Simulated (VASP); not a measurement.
Cu: single point with PBE

The system is Cu.

```
Cu
1.0
    -3.61500    3.61500    0.00000
    -3.61500    0.00000    3.61500
     0.00000    3.61500    3.61500
Cu
8
Direct
  0.00000 0.00000 0.00000
  0.50000 0.00000 0.00000
  0.00000 0.50000 0.00000
  0.00000 0.00000 0.50000
  0.50000 0.50000 0.00000
  0.50000 0.00000 0.50000
  0.00000 0.50000 0.50000
  0.50000 0.50000 0.50000
```

* Program: VASP 6.6.1
* Task: single point
* Functional: PBE
* Potentials or basis: VASP PAW PBE potentials, release 64 (Cu)
* Cutoff: 520 eV
* k mesh: 12 × 12 × 12
* Occupations: gaussian, width 0.15 eV
* Spin: no spin polarisation
* Dipole correction: no
* Further INCAR settings: ALGO = Fast; EDIFF = 1e-06; NBANDS = 54

* Pressure: 2.3 GPa
* Band gap on the k mesh: zero (bands 44 and 45 overlap by 1.94 eV)

Levels at points of the mesh, in eV from the Fermi level:
```tsv
k point	band 40	band 41	band 42	band 43	band 44	band 45	band 46	band 47	band 48	band 49
(0.00, 0.00, 0.00)	-1.51	-1.51	-1.02	-1.02	-1.02	-1.02	1.48	1.48	1.48	3.74
(0.50, 0.00, 0.00)	-1.61	-1.61	-1.61	0.92	0.92	0.92	0.92	0.92	0.92	6.70
(0.50, 0.50, 0.00)	-1.95	-1.51	-1.51	-0.33	-0.33	-0.33	-0.33	6.19	6.19	6.19
```

Wall time 11 min on 1 thread of Intel Xeon 8259CL, on a shared host, peak memory 0.41 GiB.
